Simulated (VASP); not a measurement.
# SiC3 (P-4m2) in VASP: further runs

The runs below take SiC3 through single point, with r2SCAN.

Everything below comes from runs of VASP 6.6.1. Logs are shortened: lines on timing, memory, paths and dates and some standing lists are left out, and cuts for length are marked.

### Step 1. The cell of the first run

It takes space group P-4m2 (No. 115, tetragonal). The conventional cell has a = 2.824 Å, b = 2.824 Å, c = 4.131 Å, α = 90.00°, β = 90.00°, γ = 90.00°. C (site symmetry 2mm) has 2 C at 1.67 Å and 2 Si at 1.84 Å within 2.2 Å. C (site symmetry -4m2) has 4 C at 1.67 Å within 2.2 Å. Within 2.4 Å of Si (site symmetry -4m2) lie 4 C at 1.84 Å.

### Step 2. Single point, r2SCAN (8.24 Å³/atom)

The input, POSCAR:

```
SiC3
1.0
    2.8240896241      0.0000000000      0.0000000000
    0.0000000000      2.8240896241      0.0000000000
    0.0000000000      0.0000000000      4.1305417159
C Si
3 1
Direct
    0.5000000000      0.0000000000      0.7862689763
    0.5000000000      0.5000000000      0.0000000000
    0.0000000000      0.5000000000      0.2137310237
    0.0000000000      0.0000000000      0.5000000000
```

The input, INCAR.step1:

```
SYSTEM = SiC3
PREC = Accurate
ENCUT = 520
ISMEAR = 0
SIGMA = 0.01
LREAL = .FALSE.
LASPH = .TRUE.
NELM = 80
NBANDS = 16
GGA = PE
ALGO = Normal
EDIFF = 1E-4
LWAVE = .TRUE.
LCHARG = .FALSE.
```

The input, INCAR.step2:

```
SYSTEM = SiC3
PREC = Accurate
ENCUT = 520
EDIFF = 1E-6
ISMEAR = 0
SIGMA = 0.01
LREAL = .FALSE.
LASPH = .TRUE.
NELM = 80
ALGO = Normal
ISIF = 2
LWAVE = .FALSE.
LCHARG = .TRUE.
METAGGA = R2SCAN
LMIXTAU = .TRUE.
LELF = .TRUE.
LVHAR = .TRUE.
NBANDS = 16
ISTART = 1
```

The input, KPOINTS:

```
Automatic mesh
0
G
  8 8 6
  0 0 0
```

Potentials or basis: VASP PAW PBE potentials, release 64 (C, Si).

Launch:

```sh
> cat potpaw_PBE.64/C/POTCAR potpaw_PBE.64/Si/POTCAR > POTCAR
> cp INCAR.step1 INCAR
> mpirun -np 1 vasp_std > vasp.out
> cp INCAR.step2 INCAR
> mpirun -np 1 vasp_std > vasp.out
```

OUTCAR:

```text
SYSTEM = SiC3
   PREC = Accurate
   ENCUT = 520
   EDIFF = 1E-6
   ISMEAR = 0
   LREAL = .FALSE.
   LASPH = .TRUE.
   NELM = 80
   ISIF = 2
   METAGGA = R2SCAN
   ISTART = 1

 ion  position               nearest neighbor table
   1  0.500  0.000  0.786-   2 1.67   2 1.67   4 1.84   4 1.84
   2  0.500  0.500  0.000-   1 1.67   3 1.67   1 1.67   3 1.67
   3  0.000  0.500  0.214-   2 1.67   2 1.67   4 1.84   4 1.84
   4  0.000  0.000  0.500-   1 1.84   3 1.84   3 1.84   1 1.84

  LATTYP: Found a simple tetragonal cell.
 ALAT       =     2.8240896241
 C/A-ratio  =     1.4626099967

  Lattice vectors:

 A1 = (   2.8240896241,   0.0000000000,   0.0000000000)
 A2 = (   0.0000000000,   2.8240896241,   0.0000000000)
 A3 = (   0.0000000000,   0.0000000000,   4.1305417159)

Analysis of symmetry for initial positions (statically):
=====================================================================
 Subroutine PRICEL returns:
 Original cell was already a primitive cell.

 Routine SETGRP: Setting up the symmetry group for a
 simple tetragonal supercell.

 Subroutine GETGRP returns: Found  8 space group operations
 (whereof  8 operations were pure point group operations)
 out of a pool of 16 trial point group operations.

The static configuration has the point symmetry D_2d.

Analysis of symmetry for dynamics (positions and initial velocities):
=====================================================================
 Subroutine PRICEL returns:
 Original cell was already a primitive cell.

 Routine SETGRP: Setting up the symmetry group for a
 simple tetragonal supercell.

 Subroutine GETGRP returns: Found  8 space group operations
 (whereof  8 operations were pure point group operations)
 out of a pool of 16 trial point group operations.

The dynamic configuration has the point symmetry D_2d.

 Subroutine INISYM returns: Found  8 space group operations
 (whereof  8 operations are pure point group operations),
 and found     1 'primitive' translations

----------------------------------------------------------------------------------------

                                     Primitive cell

  volume of cell :      32.9431

  direct lattice vectors                    reciprocal lattice vectors
     2.824089624  0.000000000  0.000000000     0.354096411  0.000000000  0.000000000
     0.000000000  2.824089624  0.000000000     0.000000000  0.354096411  0.000000000
     0.000000000  0.000000000  4.130541716     0.000000000  0.000000000  0.242098995

  length of vectors
     2.824089624  2.824089624  4.130541716     0.354096411  0.354096411  0.242098995

  position of ions in fractional coordinates (direct lattice)
     0.500000000  0.000000000  0.786268976
     0.500000000  0.500000000  0.000000000
     0.000000000  0.500000000  0.213731024
     0.000000000  0.000000000  0.500000000

  ion indices of the primitive-cell ions
   primitive index   ion index
                 1           1
                 2           2
                 3           3
                 4           4

----------------------------------------------------------------------------------------

 KPOINTS: Automatic mesh

Automatic generation of k-mesh.
 Grid dimensions read from file:
 generate k-points for:    8    8    6

 Generating k-lattice:

  Cartesian coordinates                     Fractional coordinates (reciprocal lattice)
     0.044262051  0.000000000  0.000000000     0.125000000  0.000000000  0.000000000
     0.000000000  0.044262051  0.000000000     0.000000000  0.125000000  0.000000000
     0.000000000  0.000000000  0.040349833     0.000000000  0.000000000  0.166666667

  Length of vectors
     0.044262051  0.044262051  0.040349833

  Shift w.r.t. Gamma in fractional coordinates (k-lattice)
     0.000000000  0.000000000  0.000000000

 Subroutine IBZKPT returns following result:
 ===========================================

 Found     60 irreducible k-points:

 Following reciprocal coordinates:
            Coordinates               Weight
  0.000000  0.000000  0.000000      1.000000
  0.125000  0.000000  0.000000      4.000000
  0.250000  0.000000  0.000000      4.000000
  0.375000  0.000000  0.000000      4.000000
  0.500000  0.000000  0.000000      2.000000
  0.125000  0.125000  0.000000      4.000000
[... 16 lines left out ...]
  0.375000  0.125000  0.166667     16.000000
  0.500000  0.125000  0.166667      8.000000
 [... further k-points ...]
   k-points           NKPTS =     60   k-points in BZ     NKDIM =     60   number of bands    NBANDS=     16
   number of dos      NEDOS =    301   number of ions     NIONS =      4
   total plane-waves  NPLWV =  18432
   dimension x,y,z NGX =    24 NGY =   24 NGZ =   32
   dimension x,y,z NGXF=    48 NGYF=   48 NGZF=   64
   ions per type =               3   1
   NGX,Y,Z   is equivalent  to a cutoff of  14.13, 14.13, 12.88 a.u.
   NGXF,Y,Z  is equivalent  to a cutoff of  28.26, 28.26, 25.76 a.u.
 SYSTEM =  SiC3
   PREC   = accura    normal or accurate (medium, high low for compatibility)
   ISTART =      1    job   : 0-new  1-cont  2-samecut
   ICHARG =      0    charge: 1-file 2-atom 10-const
   ISPIN  =      1    spin polarized calculation?
   LNONCOLLINEAR =      F non collinear calculations
   LSORBIT =      F    spin-orbit coupling
   LASPH  =      T    aspherical Exc in radial PAW
   ENCUT  =  520.0 eV  38.22 Ry    6.18 a.u.   5.25  5.25  7.68*2*pi/ulx,y,z
   NELM   =     80;   NELMIN=  2; NELMDL=  0     # of ELM steps
   EDIFF  = 0.1E-05   stopping-criterion for ELM
   LREAL  =      F    real-space projection
   EDIFFG = 0.1E-04   stopping-criterion for IOM
   NSW    =      0    number of steps for IOM
   IBRION =     -1    ionic relax: 0-MD 1-quasi-New 2-CG
   NFREE  =      0    steps in history (QN), initial steepest desc. (CG)
   ISIF   =      2    stress and relaxation
   ISYM   =      2    0-nonsym 1-usesym 2-fastsym
   POTIM  = 0.5000    time-step for ionic-motion
   TEBEG  =    0.0;   TEEND  =   0.0 temperature during run
   PSTRESS=    0.0 pullay stress
   NELECT =      16.0000    total number of electrons
   NUPDOWN=      -1.0000    fix difference up-down
   EMIN   =  10.00;   EMAX   =-10.00  energy-range for DOS
   EFERMI =   0.00;   METHOD = LEGACY
   ISMEAR =     0;   SIGMA  =   0.01  broadening in eV -4-tet -1-fermi 0-gaus
   EFERMI_NEDOS =   21; number of points for ismear=-14 and -15
   IALGO  =     38    algorithm
   IMIX   =      4    mixing-type and parameters
     AMIX     =   0.40;   BMIX     =  1.00
     AMIX_MAG =   1.60;   BMIX_MAG =  1.00
  volume/ion in A,a.u.               =       8.24        55.58
  Fermi-wavevector in a.u.,A,eV,Ry     =   1.286847  2.431788 22.530902  1.655975
  Thomas-Fermi vector in A             =   2.418897
   LORBIT       =      0    0 simple, 1 ext, 2 COOP (PROOUT), +10 PAW based schemes
   METAGGA = R2SCAN    functional components
   LHFCALC =     F    Hartree Fock is set to
   AEXX    =    0.0000 exact exchange contribution
   IVDW    =     0    specifies the selected vdW correction
   LEPSILON=     F    determine dielectric tensor
   LRPA    =     F    only Hartree local field effects (RPA)
 non-spin polarized calculation
 Gauss-broadening in eV      SIGMA  =   0.01
  energy-cutoff  :      520.00
  volume of cell :       32.94
 maximum number of plane-waves:       901
 NGX is ok and might be reduce to    24
   NGX = 11   NGY = 11   NGZ = 15

 number of electron      15.9999999 magnetization

 Free energy of the ion-electron system (eV)
  ---------------------------------------------------
  ext. energy  EPLUGINS =         0.00000000
  ---------------------------------------------------
  free energy    TOTEN  =       -36.70618419 eV

  energy without entropy =      -36.70618419  energy(sigma->0) =      -36.70618419

 E-fermi :   9.1004     XC(G=0): -12.6900

 val. band max:        8.9628502407   @ k =   0.0000   0.0000   0.0000
 cond. band min:      10.7542395921   @ k =   0.3750   0.3750   0.0000
 fundamental gap:      1.7913893515
 Fermi energy:         9.1004409572

 k-point     1 :       0.0000    0.0000    0.0000
  band No.  band energies     occupation
      1     -10.3983      2.00000
      2      -3.7010      2.00000
      3      -2.2068      2.00000
      4       3.4365      2.00000
      5       3.4365      2.00000
      6       8.3148      2.00000
[... 8 lines left out ...]
     15      22.9106      0.00000
     16      24.3437      0.00000

 k-point     2 :       0.1250    0.0000    0.0000
  band No.  band energies     occupation
      1     -10.1588      2.00000
      2      -3.6055      2.00000
      3      -2.0483      2.00000
      4       2.3547      2.00000
      5       3.6027      2.00000
      6       7.5562      2.00000
[... 8 lines left out ...]
     15      23.2870      0.00000
     16      23.8026      0.00000

 k-point     3 :       0.2500    0.0000    0.0000
  band No.  band energies     occupation
      1      -9.4532      2.00000
      2      -3.6561      2.00000
      3      -1.6499      2.00000
      4       0.9299      2.00000
      5       4.0590      2.00000
      6       5.4428      2.00000
[... 8 lines left out ...]
     15      22.5066      0.00000
     16      23.1549      0.00000

 k-point     4 :       0.3750    0.0000    0.0000
  band No.  band energies     occupation
      1      -8.3457      2.00000
      2      -4.7154      2.00000
      3      -0.9652      2.00000
      4       1.0571      2.00000
      5       3.3533      2.00000
      6       4.1734      2.00000
[... 8 lines left out ...]
     15      20.8232      0.00000
     16      22.3145      0.00000

 k-point     5 :       0.5000    0.0000    0.0000
  band No.  band energies     occupation
      1      -7.3843      2.00000
      2      -5.8313      2.00000
      3      -0.3494      2.00000
      4       2.0154      2.00000
      5       2.3230      2.00000
      6       2.6627      2.00000
[... 8 lines left out ...]
     15      20.6953      0.00000
     16      21.9139      0.00000

 k-point     6 :       0.1250    0.1250    0.0000
  band No.  band energies     occupation
      1      -9.9200      2.00000
      2      -3.4968      2.00000
      3      -1.9071      2.00000
      4       2.5117      2.00000
      5       2.5593      2.00000
      6       7.1718      2.00000
[... 8 lines left out ...]
     15      23.0587      0.00000
     16      23.2331      0.00000
[... 267 lines left out ...]
 k-point    21 :       0.1250    0.1250    0.1667
  band No.  band energies     occupation
      1      -9.7468      2.00000
      2      -4.7153      2.00000
      3      -0.6193      2.00000
      4       2.4813      2.00000
      5       2.9536      2.00000
      6       6.1838      2.00000
[... 8 lines left out ...]
     15      22.0095      0.00000
     16      22.8125      0.00000

 k-point    22 :       0.2500    0.1250    0.1667
  band No.  band energies     occupation
      1      -9.0509      2.00000
      2      -4.3246      2.00000
      3      -1.0956      2.00000
      4       1.5966      2.00000
      5       3.2665      2.00000
      6       4.3764      2.00000
[... 8 lines left out ...]
     15      20.7101      0.00000
     16      22.8939      0.00000

 k-point    23 :       0.3750    0.1250    0.1667
  band No.  band energies     occupation
      1      -7.9669      2.00000
      2      -4.5841      2.00000
      3      -1.5744      2.00000
      4       1.4116      2.00000
      5       2.8997      2.00000
      6       3.8962      2.00000
[... 8 lines left out ...]
     15      20.0229      0.00000
     16      22.1702      0.00000

 k-point    24 :       0.5000    0.1250    0.1667
  band No.  band energies     occupation
      1      -7.0540      2.00000
      2      -5.4682      2.00000
      3      -1.0616      2.00000
      4       0.4894      2.00000
      5       3.4560      2.00000
      6       4.1167      2.00000
[... 8 lines left out ...]
     15      19.6502      0.00000
     16      22.1016      0.00000

 [... further k-points ...]

------------------------ aborting loop because EDIFF is reached ----------------------------------------

  FORCE on cell =-STRESS in cart. coord.  units (eV):
  Direction    XX          YY          ZZ          XY          YZ          ZX
  --------------------------------------------------------------------------------------
  -------------------------------------------------------------------------------------
  Total       -1.6111726     -1.6111726     -1.8691304      0.0000000      0.0000000      0.0000000
  in kB      -78.3589621    -78.3589621    -90.9046755      0.0000000      0.0000000      0.0000000
  external PRESSURE =     -82.5408665 kB  Pullay stress =       0.0000000 kB

 VOLUME and BASIS-vectors are now :
 -----------------------------------------------------------------------------
  energy-cutoff  :      520.00
  volume of cell :       32.94
      direct lattice vectors                 reciprocal lattice vectors
     2.824089624  0.000000000  0.000000000     0.354096411  0.000000000  0.000000000
     0.000000000  2.824089624  0.000000000     0.000000000  0.354096411  0.000000000
     0.000000000  0.000000000  4.130541716     0.000000000  0.000000000  0.242098995

 POSITION                                       TOTAL-FORCE (eV/Angst)
 -----------------------------------------------------------------------------------
      1.41204      0.00000      3.24772        -0.000000     -0.000000     -0.192104
      1.41204      1.41204      0.00000        -0.000000      0.000000      0.000000
      0.00000      1.41204      0.88282        -0.000000     -0.000000      0.192104
      0.00000      0.00000      2.06527         0.000000     -0.000000      0.000000
 -----------------------------------------------------------------------------------
    total drift:                                0.000000     -0.000000     -0.000000

  FREE ENERGIE OF THE ION-ELECTRON SYSTEM (eV)
  ---------------------------------------------------
  free  energy   TOTEN  =       -36.7061841877 eV

  energy  without entropy=      -36.7061841877  energy(sigma->0) =      -36.70618419
```

Wall time 1.7 min (1 thread of Intel Xeon 8259CL, shared host); peak memory 0.16 GiB.

Results:

- Free energy: -36.7062 eV
- Pressure: -8.3 GPa
- Largest force: 0.192 eV/Å
- Band gap on the k mesh: 1.79 eV (least direct gap 2.13 eV)

Forces on the atoms (eV/Å):
```
C    0.000  0.000 -0.192
C    0.000  0.000  0.000
C    0.000  0.000  0.192
Si   0.000  0.000  0.000
```

Stress tensor (GPa, compression positive):
```
-7.84  0.00  0.00
 0.00 -7.84  0.00
 0.00  0.00 -9.09
```

Caveat: the cell stands under tension; the PAW data sets were made with another functional, which shifts forces and pressure a little.

(Continued in part 2 of 2.)
